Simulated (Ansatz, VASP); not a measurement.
## Two plane-wave programs on B2Br

```xyz
6
Lattice="3.7453 0.0000 0.0000 -1.8727 3.2436 0.0000 0.0000 0.0000 9.1741" Properties=species:S:1:pos:R:3 pbc="T T T"
B     0.0000    0.0000    3.4861
B     0.0000    0.0000    5.6879
B     1.8729    1.0811    0.2110
B    -0.0002    2.1625    8.9631
Br    1.8729    1.0811    2.8073
Br   -0.0002    2.1625    6.3668
```

Alike in both runs: task single point; functional PBE; k mesh 10 × 10 × 4; no spin polarisation.

|  | VASP | Ansatz |
| --- | --- | --- |
| version | VASP 6.6.1 | Ansatz 0.2.0 |
| potentials or method | VASP PAW PBE potentials, release 64 (B, Br), cutoff 520 eV | PAW plane waves |
| occupations | fermi-dirac, width 0.1 eV | fermi-dirac |
| valence electrons in the cell | 26 | 26 |

VASP gave:

* pressure (GPa): -9.8
* traceless stress, the component that is largest in VASP (GPa): -2.96
* rms of the force components (eV/Å): 1.120

Question: Which values does Ansatz return?

Answer: Pressure (GPa): -9.7; traceless stress, the component that is largest in VASP (GPa): -2.96; rms of the force components (eV/Å): 1.119.

Atom by atom the forces differ by 0.001 eV/Å (rms over components). Ansatz's warnings: structure snapped to symmetry.
